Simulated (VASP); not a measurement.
Write the native input for VASP 6.6.1 that does the following.

```
Task                   : single point
Functional             : LDA
Potentials or basis    : VASP PAW LDA potentials, release 64 (Zr_sv, B)
Cutoff                 : 520 eV
k mesh                 : 10 × 10 × 8
Occupations            : fermi-dirac, width 0.05 eV
Spin                   : no spin polarisation
Dipole correction      : no
Further INCAR settings : ALGO = Normal; EDIFF = 1e-06; NBANDS = 16
```

The structure of ZrB2 lies in POSCAR:

```
ZrB2
1.0
    3.1052879646      0.0000000000      0.0000000000
   -1.5526439823      2.6892582634      0.0000000000
    0.0000000000      0.0000000000      3.4608777221
Zr B
1 2
Direct
    0.0000000000      0.0000000000      0.0000000000
    0.6666666667      0.3333333333      0.5000000000
    0.3333333333      0.6666666667      0.5000000000
```

One way to write it, as run:

INCAR

```
SYSTEM = ZrB2
PREC = Accurate
ENCUT = 520
EDIFF = 1E-6
ISMEAR = -1
SIGMA = 0.05
LREAL = .False.
LASPH = .True.
NELM = 80
ALGO = Normal
ISIF = 2
LWAVE = .False.
LCHARG = .False.
NBANDS = 16
```

KPOINTS

```
Automatic mesh
0
Gamma
  10 10 8
  0 0 0
```

Potentials or basis: VASP PAW LDA potentials, release 64 (Zr_sv, B).

Launch:

```console
$ cat potpaw_LDA.64/Zr_sv/POTCAR potpaw_LDA.64/B/POTCAR > POTCAR
$ mpirun -np 1 vasp_std > vasp.out
```

Results of the run:

```yaml
Pressure: 7.7 GPa
Band_gap_on_the_k_mesh: zero (bands 9 and 10 overlap by 0.87 eV)
```

Caveat: the cell stands under pressure.

Run time: 23 s on 1 thread of Intel Xeon 8259CL, on a shared host, peak memory 0.15 GiB.
